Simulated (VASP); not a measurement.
# SiAs3 (Im-3m) in VASP: further runs, part 2 of 2

VASP 6.6.1. Earlier steps stand in the parts before.

### Step 4. Relaxation of cell and atoms, PBE

This run uses another cell than the first one, of 26.49 Å³/atom, 1.397 times its volume.

File INCAR:

```
SYSTEM = SiAs3
ALGO     = Normal         ! electronic algorithm
EDIFF    = 1E-6           ! SCF threshold, eV
EDIFFG   = -0.04          ! ionic threshold
ENCUT    = 600            ! plane-wave cutoff, eV
GGA      = PE             ! functional
IBRION   = 2              ! ionic algorithm
ISIF     = 3              ! what is computed and relaxed
ISMEAR   = 0              ! smearing method
LASPH    = .True.         ! aspherical terms in the spheres
LCHARG   = .False.        ! write CHGCAR
LREAL    = .False.        ! projectors in reciprocal space
LWAVE    = .False.        ! write WAVECAR
NELM     = 80             ! most SCF steps
NSW      = 90             ! ionic steps
PREC     = Accurate       ! precision mode
SIGMA    = 0.1            ! smearing width, eV
```

File KPOINTS:

```
k-points
0
Gamma
  4 4 4
  0 0 0
```

File POSCAR:

```
SiAs3
1.0
   -2.9810312100      2.9810312100      2.9810312100
    2.9810312100     -2.9810312100      2.9810312100
    2.9810312100      2.9810312100     -2.9810312100
Si As
1 3
Direct
    0.0000000000      0.0000000000      0.0000000000
    0.0000000000      0.5000000000      0.5000000000
    0.5000000000      0.0000000000      0.5000000000
    0.5000000000      0.5000000000      0.0000000000
```

Potentials or basis: VASP PAW PBE potentials, release 64 (Si, As).

Run with:

```
$ cat potpaw_PBE.64/Si/POTCAR potpaw_PBE.64/As/POTCAR > POTCAR
$ mpirun -np 1 vasp_std > vasp.out
```

OUTCAR:

```text
SYSTEM = SiAs3
   EDIFF = 1E-6
   EDIFFG = -0.04
   ENCUT = 600
   GGA = PE
   IBRION = 2
   ISIF = 3
   ISMEAR = 0
   LASPH = .True.
   LREAL = .False.
   NELM = 80
   NSW = 90
   PREC = Accurate

 ion  position               nearest neighbor table
   1  0.000  0.000  0.000-   2 2.98   3 2.98   4 2.98   2 2.98   3 2.98   4 2.98
   2  0.000  0.500  0.500-   1 2.98   1 2.98
   3  0.500  0.000  0.500-   1 2.98   1 2.98
   4  0.500  0.500  0.000-   1 2.98   1 2.98

  LATTYP: Found a body centered cubic cell.
 ALAT       =     5.9620624200

  Lattice vectors:

 A1 = (  -2.9810312100,   2.9810312100,   2.9810312100)
 A2 = (   2.9810312100,  -2.9810312100,   2.9810312100)
 A3 = (   2.9810312100,   2.9810312100,  -2.9810312100)

Analysis of symmetry for initial positions (statically):
=====================================================================
 Subroutine PRICEL returns:
 Original cell was already a primitive cell.

 Routine SETGRP: Setting up the symmetry group for a
 body centered cubic supercell.

 Subroutine GETGRP returns: Found 48 space group operations
 (whereof 48 operations were pure point group operations)
 out of a pool of 48 trial point group operations.

The static configuration has the point symmetry O_h .

Analysis of symmetry for dynamics (positions and initial velocities):
=====================================================================
 Subroutine PRICEL returns:
 Original cell was already a primitive cell.

 Routine SETGRP: Setting up the symmetry group for a
 body centered cubic supercell.

 Subroutine GETGRP returns: Found 48 space group operations
 (whereof 48 operations were pure point group operations)
 out of a pool of 48 trial point group operations.

The dynamic configuration has the point symmetry O_h .

 Subroutine INISYM returns: Found 48 space group operations
 (whereof 48 operations are pure point group operations),
 and found     1 'primitive' translations

----------------------------------------------------------------------------------------

                                     Primitive cell

  volume of cell :     105.9643

  direct lattice vectors                    reciprocal lattice vectors
    -2.981031210  2.981031210  2.981031210     0.000000000  0.167727194  0.167727194
     2.981031210 -2.981031210  2.981031210     0.167727194  0.000000000  0.167727194
     2.981031210  2.981031210 -2.981031210     0.167727194  0.167727194  0.000000000

  length of vectors
     5.163297515  5.163297515  5.163297515     0.237202072  0.237202072  0.237202072

  position of ions in fractional coordinates (direct lattice)
     0.000000000  0.000000000  0.000000000
     0.000000000  0.500000000  0.500000000
     0.500000000  0.000000000  0.500000000
     0.500000000  0.500000000  0.000000000

  ion indices of the primitive-cell ions
   primitive index   ion index
                 1           1
                 2           2
                 3           3
[... 237 lines left out ...]
      9       2.1372      2.00000
     10       2.1372      2.00000
     11       7.6643      0.00000
     12       7.6643      0.00000
     13       7.6643      0.00000

------------------------ aborting loop because EDIFF is reached ----------------------------------------

  FORCE on cell =-STRESS in cart. coord.  units (eV):
  Direction    XX          YY          ZZ          XY          YZ          ZX
  --------------------------------------------------------------------------------------
  -------------------------------------------------------------------------------------
  Total       -8.6105658     -8.6105658     -8.6105658      0.0000000      0.0000000      0.0000000
  in kB     -130.1915251   -130.1915251   -130.1915251      0.0000000      0.0000000      0.0000000
  external PRESSURE =    -130.1915251 kB  Pullay stress =       0.0000000 kB

 VOLUME and BASIS-vectors are now :
 -----------------------------------------------------------------------------
  energy-cutoff  :      600.00
  volume of cell :      105.96
      direct lattice vectors                 reciprocal lattice vectors
    -2.981031210  2.981031210  2.981031210     0.000000000  0.167727194  0.167727194
     2.981031210 -2.981031210  2.981031210     0.167727194  0.000000000  0.167727194
     2.981031210  2.981031210 -2.981031210     0.167727194  0.167727194  0.000000000

 POSITION                                       TOTAL-FORCE (eV/Angst)
 -----------------------------------------------------------------------------------
      0.00000      0.00000      0.00000         0.000000     -0.000000      0.000000
      2.98103      0.00000      0.00000         0.000000     -0.000000     -0.000000
      0.00000      2.98103      0.00000        -0.000000      0.000000      0.000000
      0.00000      0.00000      2.98103        -0.000000      0.000000     -0.000000
 -----------------------------------------------------------------------------------
    total drift:                               -0.000000      0.000000     -0.000000

  FREE ENERGIE OF THE ION-ELECTRON SYSTEM (eV)
  ---------------------------------------------------
  free  energy   TOTEN  =       -17.1739296158 eV

  energy  without entropy=      -17.1463068547  energy(sigma->0) =      -17.16011824

--------------------------------------- Ionic step        2  -------------------------------------------

 number of electron      19.0000001 magnetization

 Free energy of the ion-electron system (eV)
  ---------------------------------------------------
  ext. energy  EPLUGINS =         0.00000000
  ---------------------------------------------------
  free energy    TOTEN  =       -18.85388587 eV

  energy without entropy =      -18.83071863  energy(sigma->0) =      -18.84230225

 E-fermi :   6.4022     XC(G=0): -10.4384

 val. band max:        6.3571476437   @ k =   0.2500   0.2500   0.2500
 cond. band min:       6.4362093474   @ k =   0.2500   0.2500   0.0000
 fundamental gap:      0.0790617037
 Fermi energy:         6.4022378348

 k-point     1 :       0.0000    0.0000    0.0000
  band No.  band energies     occupation
      1      -8.3200      2.00000
      2      -2.0650      2.00000
      3      -2.0650      2.00000
      4       1.3518      2.00000
      5       2.0323      2.00000
      6       2.0323      2.00000
      7       2.0323      2.00000
      8       2.7568      2.00000
      9       2.7568      2.00000
     10       2.7568      2.00000
     11       8.6600      0.00000
     12       8.6600      0.00000
     13       8.6600      0.00000
[... 98 lines left out ...]
  band No.  band energies     occupation
      1      -5.5361      2.00000
      2      -5.5361      2.00000
      3      -3.3641      2.00000
      4      -0.4673      2.00000
      5      -0.4673      2.00000
      6      -0.4673      2.00000
      7       3.6559      2.00000
      8       5.0205      2.00000
      9       5.0205      2.00000
     10       5.0205      2.00000
     11      13.2130      0.00000
     12      13.2130      0.00000
     13      13.2130      0.00000

------------------------ aborting loop because EDIFF is reached ----------------------------------------

  FORCE on cell =-STRESS in cart. coord.  units (eV):
  Direction    XX          YY          ZZ          XY          YZ          ZX
  --------------------------------------------------------------------------------------
  -------------------------------------------------------------------------------------
  Total       -0.1351648     -0.1351648     -0.1351648      0.0000000      0.0000000     -0.0000000
  in kB       -2.8396912     -2.8396912     -2.8396912      0.0000000      0.0000000     -0.0000000
  external PRESSURE =      -2.8396912 kB  Pullay stress =       0.0000000 kB

 VOLUME and BASIS-vectors are now :
 -----------------------------------------------------------------------------
  energy-cutoff  :      600.00
  volume of cell :       76.26
      direct lattice vectors                 reciprocal lattice vectors
    -2.671453690  2.671453690  2.671453690     0.000000000  0.187164016  0.187164016
     2.671453690 -2.671453690  2.671453690     0.187164016  0.000000000  0.187164016
     2.671453690  2.671453690 -2.671453690     0.187164016  0.187164016  0.000000000

 POSITION                                       TOTAL-FORCE (eV/Angst)
 -----------------------------------------------------------------------------------
      0.00000     -0.00000      0.00000         0.000000     -0.000000      0.000000
      0.00000      2.67145      2.67145         0.000000     -0.000000      0.000000
      0.00000      2.67145      0.00000         0.000000     -0.000000     -0.000000
      2.67145      2.67145      0.00000        -0.000000      0.000000      0.000000
 -----------------------------------------------------------------------------------
    total drift:                               -0.000000     -0.000000      0.000000

  FREE ENERGIE OF THE ION-ELECTRON SYSTEM (eV)
  ---------------------------------------------------
  free  energy   TOTEN  =       -18.8538858714 eV

  energy  without entropy=      -18.8307186298  energy(sigma->0) =      -18.84230225

 reached required accuracy - stopping structural energy minimisation
```

It took 14 s on 1 thread of AMD EPYC 9R45 (Zen 5), shared host; peak memory 0.22 GiB.

Results:

```
Free energy                            : -18.8539 eV
Relaxed volume                         : 19.07 Å³/atom
Relaxed cell                           : a = 4.627 Å, b = 4.627 Å, c = 4.627 Å, α = 109.47°, β = 109.47°, γ = 109.47°
Space group after relaxing (to 0.05 Å) : Im-3m (No. 229)
Energy gained by relaxing              : 420.0 meV/atom
Ionic steps                            : 2
Pressure after relaxing                : -0.3 GPa
```

The path:
| step | energy change (eV) | largest force (eV/Å) | pressure (GPa) | volume (Å³) |
| --- | --- | --- | --- | --- |
| 1 | 0.0000 | 0.0000 | -13.02 | 105.96 |
| 2 | -1.6800 | 0.0000 | -0.28 | 76.26 |

Final structure:
```
Si As
1.0
    -2.67145    2.67145    2.67145
     2.67145   -2.67145    2.67145
     2.67145    2.67145   -2.67145
Si As
1 3
Direct
  0.00000 0.00000 0.00000
  0.00000 0.50000 0.50000
  0.50000 0.00000 0.50000
  0.50000 0.50000 0.00000
```

Caveat: the k points lie up to 0.42 Å⁻¹ apart in the final cell; the volume moved by over 15 % at a fixed basis, so the end points are rough.

### Step 5. The runs side by side

| task | cell | cutoff (eV) | gap on the mesh (eV) | pressure (GPa) |
| --- | --- | --- | --- | --- |
| single point | a = 4.619 Å, angles 109.5°, 4 atoms | 520 | none | 0.2 |
| single point | a = 5.163 Å, angles 109.5°, 4 atoms | 520 | none | -13.0 |
| relaxation of cell and atoms | relaxed from a = 5.163 Å, angles 109.5°, 4 atoms | 600 | none | -0.3 |

Alike in all rows: level PBE; potentials or basis VASP PAW PBE potentials, release 64 (Si, As); no spin polarisation; k mesh 4 × 4 × 4; smearing gaussian 0.1 eV.

Caveats: all runs use coarse meshes; the volume moved by over 15 % at a fixed basis, so the end points are rough (some runs).

Total energies depend on the potentials used, so only differences within one code and one set of settings carry meaning.
